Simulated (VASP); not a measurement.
Input of a VASP 6.6.1 run:

File INCAR:

```
SYSTEM = Ni2Cl
PREC = Accurate ; ENCUT = 520
EDIFF = 1E-6 ; ISMEAR = 0
SIGMA = 0.1 ; LREAL = .FALSE.
LASPH = .TRUE. ; NELM = 150
ALGO = Normal ; ISIF = 2
LWAVE = .FALSE. ; LCHARG = .TRUE.
ISPIN = 2 ; MAGMOM = 2 2 0
LORBIT = 11 ; LMAXMIX = 4
GGA = PE ; LELF = .TRUE.
LVHAR = .TRUE. ; NBANDS = 24
```

KPOINTS

```
regular mesh
0
G
  6 6 6
  0 0 0
```

Contents of POSCAR:

```
Ni2Cl
1.0
    4.1387910100      0.0000000000      0.0000000000
   -2.0693955000      3.5842981600      0.0000000000
    0.0000000000      0.0000000000      3.6254881100
Ni Cl
2 1
Direct
    0.3333333300      0.6666666700      0.5000000000
    0.6666666700      0.3333333300      0.5000000000
    0.0000000000      0.0000000000      0.0000000000
```

Potentials or basis: VASP PAW PBE potentials, release 64 (Ni, Cl).

Run with:

```bash
$ cat potpaw_PBE.64/Ni/POTCAR potpaw_PBE.64/Cl/POTCAR > POTCAR
$ mpirun -np 1 vasp_std > vasp.out
```

(1) Predict the pressure.

(2) Predict the site moments.

Answers

(1) -7.4 GPa.

(2) Ni +0.73; Cl +0.01 μB.

Caveat: the cell stands under tension.
